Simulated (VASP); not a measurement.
Input of a VASP 6.6.1 run:

Contents of INCAR:

```
  PREC = Accurate
  ENCUT = 600
  EDIFF = 1E-6
  ISMEAR = 0
  SIGMA = 0.15
  LREAL = F
  LASPH = T
  NELM = 80
  ALGO = Normal
  ISIF = 3
  LWAVE = F
  LCHARG = F
  GGA = PE
  IBRION = 2
  NSW = 36
  EDIFFG = -0.08
```

KPOINTS

```
regular mesh
0
Gamma
  5 5 2
```

Contents of POSCAR:

```
KF
1.0
    3.4031100700      0.0000000000      0.0000000000
   -1.7015550400      2.9471797700      0.0000000000
    0.0000000000      0.0000000000      8.3593873100
K F
2 2
Direct
    0.0000000000      0.0000000000      0.5000000000
    0.0000000000      0.0000000000      0.0000000000
    0.6666666700      0.3333333300      0.7500000000
    0.3333333300      0.6666666700      0.2500000000
```

Potentials or basis: VASP PAW PBE potentials, release 64 (K_sv, F).

Launch:

```bash
$ cat potpaw_PBE.64/K_sv/POTCAR potpaw_PBE.64/F/POTCAR > POTCAR
$ mpirun -np 1 vasp_std > vasp.out
```

Question: Predict the band gap on the k mesh.

Answer: 5.83 eV.

Question: What does it give for the relaxed cell?

Answer: a = 3.742 Å, b = 3.742 Å, c = 6.652 Å, α = 90.00°, β = 90.00°, γ = 120.00°.

Question: What does it give for the space group after relaxing (to 0.1 Å)?

Answer: P6_3/mmc (No. 194).

Stress tensor (GPa, compression positive):
```
-0.23  0.00  0.00
 0.00 -0.23  0.00
 0.00  0.00 -0.46
```

Caveat: the k points lie up to 0.47 Å⁻¹ apart in the final cell; a cell axis changed by over 15 % at a fixed basis, so the end point is rough.
